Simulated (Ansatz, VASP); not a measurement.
**InP: VASP and Ansatz over several settings**

```xyz
2
Lattice="0.0000 2.9305 2.9305 2.9305 0.0000 2.9305 2.9305 2.9305 0.0000" Properties=species:S:1:pos:R:3 pbc="T T T"
In    0.0000    0.0000    0.0000
P     4.3957    4.3957    4.3957
```

Single points on this cell with VASP 6.6.1 and Ansatz 0.2.0. Each row is one pair of runs. Alike in all rows: spin: off; k mesh: 8 × 8 × 8; VASP's potentials, cutoff: VASP PAW PBE potentials, release 64 (In_d, P), 520 eV.

```csv
level,smearing,"Ansatz's potentials, cutoff","gap on the k mesh at the Fermi level (eV), VASP","gap on the k mesh at the Fermi level (eV), Ansatz","least direct gap on the mesh (eV), VASP","least direct gap on the mesh (eV), Ansatz","pressure (GPa), VASP","pressure (GPa), Ansatz"
PBE+D4,"fermi-dirac, width 0.05 eV","Ansatz PAW, 420 eV",0.71,0.72,0.71,0.72,1.0,1.1
BLYP+D3(BJ),"fermi-dirac, width 0.05 eV","Ansatz PAW, 420 eV",0.63,0.60,0.63,0.60,1.6,1.6
r2SCAN+D4,"fermi-dirac, width 0.05 eV","Ansatz PAW, 500 eV",1.17,1.16,1.17,1.16,0.9,1.0
PBE,"gaussian, width 0.015 eV","Ansatz PAW, 420 eV",0.71,0.72,0.71,0.72,3.3,3.3
PBE,"gaussian, width 0.018 eV","Ansatz PAW, 420 eV",?,0.72,?,0.72,?,3.3
PBE,"gaussian, width 0.019 eV","Ansatz PAW, 420 eV",0.71,0.72,0.71,0.72,3.3,3.3
PBE,"gaussian, width 0.02 eV","Ansatz PAW, 420 eV",0.71,0.72,0.71,0.72,3.3,3.3
PBE,"gaussian, width 0.021 eV","Ansatz PAW, 420 eV",0.71,0.72,0.71,0.72,3.3,3.3
```

Fill in what VASP gave in row 5.

gap on the k mesh at the Fermi level (eV): 0.71; least direct gap on the mesh (eV): 0.71; pressure (GPa): 3.3.
